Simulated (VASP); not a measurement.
Crystal: SrVO3.

```
Sr V O
1.0
     3.84090    0.00000    0.00000
     0.00000    3.84090    0.00000
     0.00000    0.00000    3.84090
Sr V O
1 1 3
Direct
  0.50000 0.50000 0.50000
  0.00000 0.00000 0.00000
  0.00000 0.00000 0.50000
  0.00000 0.50000 0.00000
  0.50000 0.00000 0.00000
```

- Program: VASP 6.6.1
- Task: relaxation of cell and atoms
- Functional: PBE
- Potentials or basis: VASP PAW PBE potentials, release 64 (Sr_sv, V_sv, O)
- Cutoff: 600 eV
- k mesh: 7 × 7 × 7
- Occupations: fermi-dirac, width 0.05 eV
- Spin: collinear spin, ferromagnetic start
- Starting moments: [0.0, 2.0, 0.0, 0.0, 0.0] μB
- Hubbard terms: V d U = 4.5 eV

At the start: pressure 9.6 GPa; volume 11.33 Å³/atom.

Where does the relaxation end?

Over 3 steps the energy falls by 17.1 meV/atom and the volume is 11.94 Å³/atom (+5.3 %); space group Pm-3m (No. 221, to 0.1 Å) before and after; moment 1.00 μB per cell.

Step by step:
```
step  energy change (eV)  largest force (eV/Å)  pressure (GPa)  volume (Å³)
   1              0.0000                0.0000            9.58        56.66
   2             -0.0268                0.0000           -6.65        62.40
   3             -0.0856                0.0000           -0.01        59.69
```

Final structure:
```
Sr V O
1.0
     3.90809    0.00000    0.00000
     0.00000    3.90809    0.00000
     0.00000    0.00000    3.90809
Sr V O
1 1 3
Direct
  0.50000 0.50000 0.50000
  0.00000 0.00000 0.00000
  0.00000 0.00000 0.50000
  0.00000 0.50000 0.00000
  0.50000 0.00000 0.00000
```
